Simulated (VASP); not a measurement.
# ZrAl5N6 (P-6m2) in VASP: notebook

Runs on ZrAl5N6. Level: PBE. Tasks: single point.

Program: VASP 6.6.1. These are calculated values, not measurements. Logs are shortened: lines on timing, memory, paths and dates and some standing lists are left out, and cuts for length are marked.

## 1. The cell of the first run

The structure is hexagonal, space group P-6m2 (No. 187). The conventional cell has a = 2.915 Å, b = 2.915 Å, c = 15.553 Å, α = 90.00°, β = 90.00°, γ = 120.00°. Within 3.0 Å of Zr (site symmetry -6m2) lie 6 N at 2.23 Å and 6 Zr at 2.91 Å. Al (site symmetry 3m) has 6 N at 2.10 to 2.11 Å within 2.8 Å. Al (site symmetry -6m2) has 6 N at 2.11 Å within 2.8 Å. Al (site symmetry 3m) has 6 N at 2.09 to 2.10 Å within 2.8 Å. N (site symmetry 3m) has 6 Al at 2.10 to 2.11 Å and 2 N at 2.49 to 2.54 Å within 2.8 Å. N (site symmetry 3m) has 6 Al at 2.10 to 2.11 Å and 2 N at 2.54 to 2.55 Å within 2.8 Å. N (site symmetry 3m) has 3 Al at 2.09 Å and 3 Zr at 2.23 Å and 1 N at 2.49 Å within 2.8 Å.

## 2. Single point, PBE

Contents of INCAR:

```
PREC = Accurate ; ENCUT = 520
EDIFF = 1E-7 ; ISMEAR = 0
SIGMA = 0.1 ; LREAL = False
LASPH = True ; NELM = 60
ALGO = Normal ; ISIF = 2
LWAVE = False ; LCHARG = False
GGA = PE ; NBANDS = 40
```

Contents of KPOINTS:

```
Automatic mesh
0
Gamma
  6 6 1
```

Contents of POSCAR:

```
ZrAl5N6
1.0
    2.9146840772     -0.0000000026      0.0000000000
   -1.4573420364      2.5241904562      0.0000000000
    0.0000000000      0.0000000000     15.5529301144
Zr Al N
1 5 6
Direct
    0.3333333333      0.6666666667      0.5000000000
    0.3333333333      0.6666666667      0.8369103077
    0.3333333333      0.6666666667      0.1630896923
    0.6666666667      0.3333333333      0.0000000000
    0.6666666667      0.3333333333      0.3261043295
    0.6666666667      0.3333333333      0.6738956705
    0.0000000000      0.0000000000      0.7547140517
    0.0000000000      0.0000000000      0.0818667645
    0.0000000000      0.0000000000      0.4055255967
    0.0000000000      0.0000000000      0.9181332355
    0.0000000000      0.0000000000      0.2452859483
    0.0000000000      0.0000000000      0.5944744033
```

Potentials or basis: VASP PAW PBE potentials, release 64 (Zr_sv, Al, N).

The run is started by

```sh
> cat potpaw_PBE.64/Zr_sv/POTCAR potpaw_PBE.64/Al/POTCAR potpaw_PBE.64/N/POTCAR > POTCAR
> mpirun -np 1 vasp_std > vasp.out
```

OUTCAR:

```text
PREC = Accurate
   ENCUT = 520
   EDIFF = 1E-7
   ISMEAR = 0
   LREAL = False
   LASPH = True
   NELM = 60
   ISIF = 2
   GGA = PE

 ion  position               nearest neighbor table
   1  0.333  0.667  0.500-   9 2.23  12 2.23   9 2.23  12 2.23   9 2.23  12 2.23   5 3.19   6 3.19
                             5 3.19   6 3.19   5 3.19   6 3.19
   2  0.333  0.667  0.837-  10 2.10  10 2.10  10 2.10   7 2.11   7 2.11   7 2.11   6 3.04   6 3.04
                             6 3.04   4 3.04   4 3.04   4 3.04
   3  0.333  0.667  0.163-   8 2.10   8 2.10   8 2.10  11 2.11  11 2.11  11 2.11   5 3.04   5 3.04
                             5 3.04   4 3.04   4 3.04   4 3.04
   4  0.667  0.333  0.000-   8 2.11  10 2.11   8 2.11  10 2.11   8 2.11  10 2.11   2 3.04   3 3.04
                             2 3.04   3 3.04   2 3.04   3 3.04
   5  0.667  0.333  0.326-   9 2.09   9 2.09   9 2.09  11 2.10  11 2.10  11 2.10   3 3.04   3 3.04
                             3 3.04   1 3.19   1 3.19   1 3.19
   6  0.667  0.333  0.674-  12 2.09  12 2.09  12 2.09   7 2.10   7 2.10   7 2.10   2 3.04   2 3.04
                             2 3.04   1 3.19   1 3.19   1 3.19
   7  0.000  0.000  0.755-   6 2.10   6 2.10   6 2.10   2 2.11   2 2.11   2 2.11
   8  0.000  0.000  0.082-   3 2.10   3 2.10   3 2.10   4 2.11   4 2.11   4 2.11
   9  0.000  0.000  0.406-   5 2.09   5 2.09   5 2.09   1 2.23   1 2.23   1 2.23
  10  0.000  0.000  0.918-   2 2.10   2 2.10   2 2.10   4 2.11   4 2.11   4 2.11
  11  0.000  0.000  0.245-   5 2.10   5 2.10   5 2.10   3 2.11   3 2.11   3 2.11
  12  0.000  0.000  0.594-   6 2.09   6 2.09   6 2.09   1 2.23   1 2.23   1 2.23

  LATTYP: Found a hexagonal cell.
 ALAT       =     2.9146840772
 C/A-ratio  =     5.3360603422

  Lattice vectors:

 A1 = (   2.9146840772,  -0.0000000026,   0.0000000000)
 A2 = (  -1.4573420364,   2.5241904562,   0.0000000000)
 A3 = (   0.0000000000,   0.0000000000,  15.5529301144)

Analysis of symmetry for initial positions (statically):
=====================================================================
 Subroutine PRICEL returns:
 Original cell was already a primitive cell.

 Routine SETGRP: Setting up the symmetry group for a
 hexagonal supercell.

 Subroutine GETGRP returns: Found 12 space group operations
 (whereof 12 operations were pure point group operations)
 out of a pool of 24 trial point group operations.

The static configuration has the point symmetry D_3h.

Analysis of symmetry for dynamics (positions and initial velocities):
=====================================================================
 Subroutine PRICEL returns:
 Original cell was already a primitive cell.

 Routine SETGRP: Setting up the symmetry group for a
 hexagonal supercell.

 Subroutine GETGRP returns: Found 12 space group operations
 (whereof 12 operations were pure point group operations)
 out of a pool of 24 trial point group operations.

The dynamic configuration has the point symmetry D_3h.

 Subroutine INISYM returns: Found 12 space group operations
 (whereof 12 operations are pure point group operations),
 and found     1 'primitive' translations

----------------------------------------------------------------------------------------

                                     Primitive cell

  volume of cell :     114.4263

  direct lattice vectors                    reciprocal lattice vectors
     2.914684077 -0.000000003  0.000000000     0.343090357  0.198083310  0.000000000
    -1.457342036  2.524190456  0.000000000     0.000000000  0.396166620  0.000000000
     0.000000000  0.000000000 15.552930114     0.000000000  0.000000000  0.064296566

  length of vectors
     2.914684077  2.914684077 15.552930114     0.396166620  0.396166620  0.064296566

  position of ions in fractional coordinates (direct lattice)
     0.333333333  0.666666667  0.500000000
     0.333333333  0.666666667  0.836910308
     0.333333333  0.666666667  0.163089692
     0.666666667  0.333333333  0.000000000
     0.666666667  0.333333333  0.326104329
     0.666666667  0.333333333  0.673895671
     0.000000000  0.000000000  0.754714052
     0.000000000  0.000000000  0.081866764
     0.000000000  0.000000000  0.405525597
     0.000000000  0.000000000  0.918133236
     0.000000000  0.000000000  0.245285948
     0.000000000  0.000000000  0.594474403

  ion indices of the primitive-cell ions
   primitive index   ion index
                 1           1
                 2           2
                 3           3
                 4           4
                 5           5
                 6           6
                 7           7
                 8           8
                 9           9
                10          10
                11          11
                12          12

----------------------------------------------------------------------------------------

 KPOINTS: Automatic mesh

Automatic generation of k-mesh.
 Grid dimensions read from file:
 generate k-points for:    6    6    1

 Generating k-lattice:

  Cartesian coordinates                     Fractional coordinates (reciprocal lattice)
     0.057181726  0.033013885  0.000000000     0.166666667  0.000000000  0.000000000
     0.000000000  0.066027770  0.000000000     0.000000000  0.166666667  0.000000000
     0.000000000  0.000000000  0.064296566     0.000000000  0.000000000  1.000000000

  Length of vectors
     0.066027770  0.066027770  0.064296566

  Shift w.r.t. Gamma in fractional coordinates (k-lattice)
     0.000000000  0.000000000  0.000000000

 Subroutine IBZKPT returns following result:
 ===========================================

 Found      7 irreducible k-points:

 Following reciprocal coordinates:
            Coordinates               Weight
  0.000000  0.000000  0.000000      1.000000
  0.166667  0.000000  0.000000      6.000000
  0.333333 -0.000000  0.000000      6.000000
  0.500000 -0.000000  0.000000      3.000000
  0.166667  0.166667  0.000000      6.000000
  0.333333  0.166667  0.000000     12.000000
  0.333333  0.333333  0.000000      2.000000
   k-points           NKPTS =      7   k-points in BZ     NKDIM =      7   number of bands    NBANDS=     40
   number of dos      NEDOS =    301   number of ions     NIONS =     12
   total plane-waves  NPLWV =  69120
   dimension x,y,z NGX =    24 NGY =   24 NGZ =  120
   dimension x,y,z NGXF=    48 NGYF=   48 NGZF=  240
   ions per type =               1   5   6
   NGX,Y,Z   is equivalent  to a cutoff of  13.69, 13.69, 12.83 a.u.
   NGXF,Y,Z  is equivalent  to a cutoff of  27.38, 27.38, 25.65 a.u.
 SYSTEM =  unknown system
   PREC   = accura    normal or accurate (medium, high low for compatibility)
   ISTART =      0    job   : 0-new  1-cont  2-samecut
   ICHARG =      2    charge: 1-file 2-atom 10-const
   ISPIN  =      1    spin polarized calculation?
   LNONCOLLINEAR =      F non collinear calculations
   LSORBIT =      F    spin-orbit coupling
   LASPH  =      T    aspherical Exc in radial PAW
   ENCUT  =  520.0 eV  38.22 Ry    6.18 a.u.   5.42  5.42 28.92*2*pi/ulx,y,z
   NELM   =     60;   NELMIN=  2; NELMDL= -5     # of ELM steps
   EDIFF  = 0.1E-06   stopping-criterion for ELM
   LREAL  =      F    real-space projection
   EDIFFG = 0.1E-05   stopping-criterion for IOM
   NSW    =      0    number of steps for IOM
   IBRION =     -1    ionic relax: 0-MD 1-quasi-New 2-CG
   NFREE  =      0    steps in history (QN), initial steepest desc. (CG)
   ISIF   =      2    stress and relaxation
   ISYM   =      2    0-nonsym 1-usesym 2-fastsym
   POTIM  = 0.5000    time-step for ionic-motion
   TEBEG  =    0.0;   TEEND  =   0.0 temperature during run
   PSTRESS=    0.0 pullay stress
   NELECT =      57.0000    total number of electrons
   NUPDOWN=      -1.0000    fix difference up-down
   EMIN   =  10.00;   EMAX   =-10.00  energy-range for DOS
   EFERMI =   0.00;   METHOD = LEGACY
   ISMEAR =     0;   SIGMA  =   0.10  broadening in eV -4-tet -1-fermi 0-gaus
   EFERMI_NEDOS =   21; number of points for ismear=-14 and -15
   IALGO  =     38    algorithm
   IMIX   =      4    mixing-type and parameters
     AMIX     =   0.40;   BMIX     =  1.00
     AMIX_MAG =   1.60;   BMIX_MAG =  1.00
  volume/ion in A,a.u.               =       9.54        64.35
  Fermi-wavevector in a.u.,A,eV,Ry     =   1.297750  2.452393 22.914335  1.684156
  Thomas-Fermi vector in A             =   2.429123
   LORBIT       =      0    0 simple, 1 ext, 2 COOP (PROOUT), +10 PAW based schemes
   GGA     = PE    functional components
   LHFCALC =     F    Hartree Fock is set to
   AEXX    =    0.0000 exact exchange contribution
   IVDW    =     0    specifies the selected vdW correction
   LEPSILON=     F    determine dielectric tensor
   LRPA    =     F    only Hartree local field effects (RPA)
 non-spin polarized calculation
 Gauss-broadening in eV      SIGMA  =   0.10
  energy-cutoff  :      520.00
  volume of cell :      114.43
 maximum number of plane-waves:      3141
 NGX is ok and might be reduce to    24
   NGX = 11   NGY = 11   NGZ = 57

 number of electron      57.0000002 magnetization

 Free energy of the ion-electron system (eV)
  ---------------------------------------------------
  ext. energy  EPLUGINS =         0.00000000
  ---------------------------------------------------
  free energy    TOTEN  =       -86.35380536 eV

  energy without entropy =      -86.33281460  energy(sigma->0) =      -86.34330998

 E-fermi :  10.6468     XC(G=0): -11.9979

 val. band max:       10.5917646019   @ k =   0.5000  -0.0000   0.0000
 cond. band min:      10.6853402239   @ k =   0.3333   0.1667   0.0000
 fundamental gap:      0.0935756221
 Fermi energy:        10.6467881280

 k-point     1 :       0.0000    0.0000    0.0000
  band No.  band energies     occupation
      1     -38.0881      2.00000
      2     -16.5836      2.00000
      3     -15.3033      2.00000
      4     -15.3033      2.00000
      5      -7.3354      2.00000
      6      -6.9062      2.00000
[... 32 lines left out ...]
     39      17.3038      0.00000
[... 257 lines left out ...]
     39      17.4225      0.00000
     40      17.6865      0.00000

------------------------ aborting loop because EDIFF is reached ----------------------------------------

  FORCE on cell =-STRESS in cart. coord.  units (eV):
  Direction    XX          YY          ZZ          XY          YZ          ZX
  --------------------------------------------------------------------------------------
  -------------------------------------------------------------------------------------
  Total       -0.0410422     -0.0410422     -0.0252652      0.0000000      0.0000000      0.0000000
  in kB       -0.5746657     -0.5746657     -0.3537583      0.0000000      0.0000000      0.0000000
  external PRESSURE =      -0.5010299 kB  Pullay stress =       0.0000000 kB

 VOLUME and BASIS-vectors are now :
 -----------------------------------------------------------------------------
  energy-cutoff  :      520.00
  volume of cell :      114.43
      direct lattice vectors                 reciprocal lattice vectors
     2.914684077 -0.000000003  0.000000000     0.343090357  0.198083310  0.000000000
    -1.457342036  2.524190456  0.000000000     0.000000000  0.396166620  0.000000000
     0.000000000  0.000000000 15.552930114     0.000000000  0.000000000  0.064296566

 POSITION                                       TOTAL-FORCE (eV/Angst)
 -----------------------------------------------------------------------------------
      0.00000      1.68279      7.77647        -0.000000      0.000000      0.000000
      0.00000      1.68279     13.01641        -0.000000      0.000000      0.005539
      0.00000      1.68279      2.53652        -0.000000      0.000000     -0.005539
      1.45734      0.84140      0.00000         0.000000     -0.000000      0.000000
      1.45734      0.84140      5.07188         0.000000     -0.000000     -0.001691
      1.45734      0.84140     10.48105         0.000000      0.000000      0.001691
      0.00000      0.00000     11.73801        -0.000000      0.000000     -0.012577
      0.00000      0.00000      1.27327        -0.000000      0.000000     -0.002155
      0.00000      0.00000      6.30711        -0.000000      0.000000     -0.031400
      0.00000      0.00000     14.27966         0.000000      0.000000      0.002155
      0.00000      0.00000      3.81492        -0.000000      0.000000      0.012577
      0.00000      0.00000      9.24582         0.000000      0.000000      0.031400
 -----------------------------------------------------------------------------------
    total drift:                                0.000000     -0.000000     -0.000000

  FREE ENERGIE OF THE ION-ELECTRON SYSTEM (eV)
  ---------------------------------------------------
  free  energy   TOTEN  =       -86.3538053644 eV

  energy  without entropy=      -86.3328145989  energy(sigma->0) =      -86.34330998
```

Run time: 25 s. Hardware: 1 thread of Intel Xeon 6975P-C (Granite Rapids), shared host; peak memory 0.25 GiB.

Results:

| Property | Result |
| --- | --- |
| Free energy | -86.3538 eV |
| Pressure | -0.1 GPa |
| Largest force | 0.031 eV/Å |

Forces in eV/Å, atoms in the order of the input:
```
Zr   0.000  0.000  0.000
Al   0.000  0.000  0.006
Al   0.000  0.000 -0.006
Al   0.000  0.000  0.000
Al   0.000  0.000 -0.002
Al   0.000  0.000  0.002
N    0.000  0.000 -0.013
N    0.000  0.000 -0.002
N    0.000  0.000 -0.031
N    0.000  0.000  0.002
N    0.000  0.000  0.013
N    0.000  0.000  0.031
```

Caveat: the k points lie up to 0.41 Å⁻¹ apart.

(Continued in part 2 of 2.)
